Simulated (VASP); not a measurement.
Write the native input for VASP 6.6.1 that does the following.

* Task: relaxation of cell and atoms
* Functional: PBE
* Potentials or basis: VASP PAW PBE potentials, release 64 (Nb_sv, Si, O)
* Cutoff: 600 eV
* k mesh: 3 × 3 × 2
* Occupations: gaussian, width 0.15 eV
* Spin: no spin polarisation
* Dipole correction: no
* Further INCAR settings: ALGO = Normal; EDIFF = 1e-07; IBRION = 2; EDIFFG = -0.08; NSW = 36; ISIF = 3

The structure of Nb2SiO3 lies in POSCAR:

```
Nb2SiO3
1.0
    3.6577927400      0.0000000000      0.0000000000
    0.0000000000      3.6577927400      0.0000000000
    0.0000000000      0.0000000000      5.9925644300
Nb Si O
2 1 3
Direct
    0.5000000000      0.0000000000      0.8040276900
    0.0000000000      0.5000000000      0.8040276900
    0.0000000000      0.0000000000      0.1469519300
    0.5000000000      0.0000000000      0.2108018700
    0.0000000000      0.5000000000      0.2108018700
    0.0000000000      0.0000000000      0.3651941900
```

The cell was built from a structure type or drawn by symmetry, and may not be a known phase.

These files were run (other wordings do the same):

INCAR

```
SYSTEM = Nb2SiO3
PREC = Accurate
ENCUT = 600
EDIFF = 1E-7
ISMEAR = 0
SIGMA = 0.15
LREAL = .FALSE.
LASPH = .TRUE.
NELM = 120
ALGO = Normal
ISIF = 3
LWAVE = .FALSE.
LCHARG = .FALSE.
GGA = PE
IBRION = 2
NSW = 36
EDIFFG = -0.08
GGA_COMPAT = .FALSE.
NELMIN = 4
```

KPOINTS

```
regular mesh
0
G
  3 3 2
  0 0 0
```

Potentials or basis: VASP PAW PBE potentials, release 64 (Nb_sv, Si, O).

Run with:

```bash
$ cat potpaw_PBE.64/Nb_sv/POTCAR potpaw_PBE.64/Si/POTCAR potpaw_PBE.64/O/POTCAR > POTCAR
$ mpirun -np 1 vasp_std > vasp.out
```

It gave:

- Relaxed volume: 12.35 Å³/atom
- Relaxed cell: a = 3.754 Å, b = 3.754 Å, c = 5.259 Å, α = 90.00°, β = 90.00°, γ = 90.00°
- Space group after relaxing (to 0.1 Å): P4mm (No. 99)
- Energy gained by relaxing: 1890.3 meV/atom
- Ionic steps: 23
- Pressure after relaxing: -0.1 GPa
- Largest force after relaxing: 0.040 eV/Å
- Band gap on the k mesh: zero (bands 24 and 25 overlap by 0.68 eV)

Caveat: the k points lie up to 0.60 Å⁻¹ apart in the final cell, too coarse for converged energies and pressures of a metal; the relaxation stopped at a loose force limit of 0.08 eV/Å, so its end isn't a converged minimum.

It took 13 min on 1 thread of Intel Xeon 8259CL (shared host), peak memory 0.22 GiB.
